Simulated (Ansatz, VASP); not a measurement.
# BN: VASP beside Ansatz

```xyz
4
Lattice="0.0000 -1.8124 -1.8365 -1.8365 0.0000 -1.8365 1.8365 1.8124 -3.6730" Properties=species:S:1:pos:R:3 pbc="T T T"
B    -0.0262    0.0058   -0.0203
B     0.0262   -0.0058   -3.6527
N     0.8914    0.9121   -4.6120
N    -0.8914   -0.9121   -4.5705
```

Change from the starting cell: mode 4 frozen in at -0.034 Å, equal normal strain along x and y +0.0133.

Alike in both runs: task single point; functional PBE; k mesh 6 × 6 × 6; occupations gaussian, width 0.05 eV; no spin polarisation.

|  | VASP | Ansatz |
| --- | --- | --- |
| version | VASP 6.6.1 | Ansatz 0.2.0 |
| potentials or method | VASP PAW PBE potentials, release 64 (B, N), cutoff 520 eV | scalar-relativistic, plane waves, PAW |
| valence electrons in the cell | 16 | 16 |

|  | VASP | Ansatz | Ansatz less VASP |
| --- | --- | --- | --- |
| gap on the k mesh at the Fermi level (eV) | 4.19 | 4.20 | +0.010 |
| least direct gap on the mesh (eV) | 6.04 | 6.05 | +0.012 |
| pressure (GPa) | -9.2 | -9.4 | -0.15 |
| traceless stress, the component that is largest in VASP (GPa) | 5.38 | 5.37 | -0.004 |
| rms of the force components (eV/Å) | 0.211 | 0.211 | +0.0001 |

Atom by atom the forces differ by 0.000 eV/Å (rms over components). With one functional, cell and mesh, what is left measures potentials, basis and numerics.

The k mesh is coarse, so the values compare programs but aren't converged.
